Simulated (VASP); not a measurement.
Here is a VASP 6.6.1 calculation.

File INCAR:

```
  PREC = Accurate
  ENCUT = 520
  EDIFF = 1E-6
  ISMEAR = -1
  SIGMA = 0.02
  LREAL = Auto
  LASPH = True
  NELM = 150
  ALGO = Normal
  ISIF = 2
  LWAVE = False
  LCHARG = False
  ISPIN = 2
  MAGMOM = 0 0 0 0 0 0 0 0 0 0 0 0 0 0 0 0 0 -0.23 0.23 0.23 0
  LORBIT = 11
  GGA = PE
  NBANDS = 58
```

KPOINTS

```
Automatic mesh
0
Gamma
  2 2 1
```

Contents of POSCAR:

```
Si16H4F
1.0
    7.6791800000      0.0000000000      0.0000000000
    3.8395900000      6.6503650000      0.0000000000
    0.0000000000      0.0000000000     17.4187650000
H Si F
4 16 1
Direct
    0.1666666792      0.1666666416      0.0574093514
    0.6666666792      0.1666666416      0.0574093514
    0.1666666416      0.6666667168      0.0574093514
    0.6666666416      0.6666667168      0.0574093514
    0.1666666792      0.1666666416      0.1435233784
    0.6666666792      0.1666666416      0.1435233784
    0.1666666416      0.6666667168      0.1435233784
    0.6666666416      0.6666667168      0.1435233784
   -0.1679969853      0.3339921944      0.1912580484
    0.3379627592      0.3286754938      0.1926708352
   -0.1657243250      0.8271573064      0.1906805104
    0.3284172700      0.8381422674      0.1864981243
   -0.2471582281      0.4711780481      0.3242195414
    0.2714302647      0.4813326787      0.3348913657
   -0.2465285396      0.9866079531      0.3470512978
    0.2880733764      0.9175783585      0.3171892496
   -0.0563156720      0.1352025039      0.3395207410
    0.4160665408      0.1396016610      0.3172871900
   -0.0740777871      0.6523547204      0.3159457057
    0.4458214099      0.6225922938      0.3968554602
    0.8452537973      1.0542010852      0.4393276446
```

Potentials or basis: VASP PAW PBE potentials, release 64 (H, Si, F).

Run with:

```sh
$ cat potpaw_PBE.64/H/POTCAR potpaw_PBE.64/Si/POTCAR potpaw_PBE.64/F/POTCAR > POTCAR
$ mpirun -np 1 vasp_std > vasp.out
```

**Question.** What does it give for the net moment?

**Answer.** 0.00 μB per cell.

**Question.** Predict the largest force.

**Answer.** 0.574 eV/Å.

Forces in eV/Å, atoms in the order of the input:
```
H   -0.018  0.278 -0.120
H    0.110  0.021 -0.093
H    0.088  0.003 -0.143
H   -0.078  0.041 -0.084
Si  -0.014  0.351 -0.001
Si   0.018 -0.153  0.553
Si  -0.173 -0.193  0.155
Si  -0.113 -0.015  0.013
Si   0.001  0.003 -0.047
Si  -0.001  0.005  0.037
Si  -0.006 -0.021  0.127
Si   0.028 -0.012 -0.012
Si   0.025  0.071 -0.050
Si  -0.022 -0.073 -0.053
Si   0.125  0.043  0.281
Si   0.111 -0.044 -0.024
Si  -0.039 -0.059 -0.125
Si   0.075 -0.028  0.015
Si   0.028  0.005 -0.079
Si  -0.005 -0.053 -0.014
F   -0.141 -0.169 -0.335
```

Caveat: the k points lie up to 0.47 Å⁻¹ apart; there is no dipole correction, which matters where the two faces differ.
